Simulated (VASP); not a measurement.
Rh: single point with LDA

Crystal: Rh.

```xyz
1
Lattice="0.0000 1.8979 1.8979 1.8979 0.0000 1.8979 1.8979 1.8979 0.0000" Properties=species:S:1:pos:R:3 pbc="T T T"
Rh    0.0000    0.0000    0.0000
```

```json
{
  "Program": "VASP 6.6.1",
  "Task": "single point",
  "Functional": "LDA",
  "Potentials or basis": "VASP PAW LDA potentials, release 64 (Rh_sv_GW)",
  "Cutoff": "620 eV",
  "k mesh": "12 × 12 × 12",
  "Occupations": "fermi-dirac, width 0.05 eV",
  "Spin": "no spin polarisation",
  "Dipole correction": "no",
  "Further INCAR settings": "ALGO = Normal; EDIFF = 1e-06; NBANDS = 14"
}
```

| Quantity | Value |
| --- | --- |
| Pressure | -9.5 GPa |
| Band gap on the k mesh | zero (an odd number of electrons rules out a gap without spin polarisation) |

Levels at points of the mesh, in eV from the Fermi level:
| k point | band 5 | band 6 | band 7 | band 8 | band 9 | band 10 | band 11 | band 12 |
| --- | --- | --- | --- | --- | --- | --- | --- | --- |
| (0.00, 0.00, 0.00) | -8.08 | -3.16 | -3.16 | -3.16 | -1.02 | -1.02 | 15.74 | 21.06 |
| (0.50, 0.00, 0.00) | -6.24 | -3.23 | -3.23 | 0.56 | 0.56 | 0.67 | 8.63 | 15.30 |
| (0.50, 0.50, 0.00) | -6.42 | -6.06 | 0.55 | 0.98 | 0.98 | 3.20 | 12.29 | 13.18 |

Wall time 6.1 s on 1 thread of Intel(R) Xeon(R) 6975P-C (Granite Rapids) (shared host), peak memory 0.15 GiB.

Caveat: the cell stands under tension.
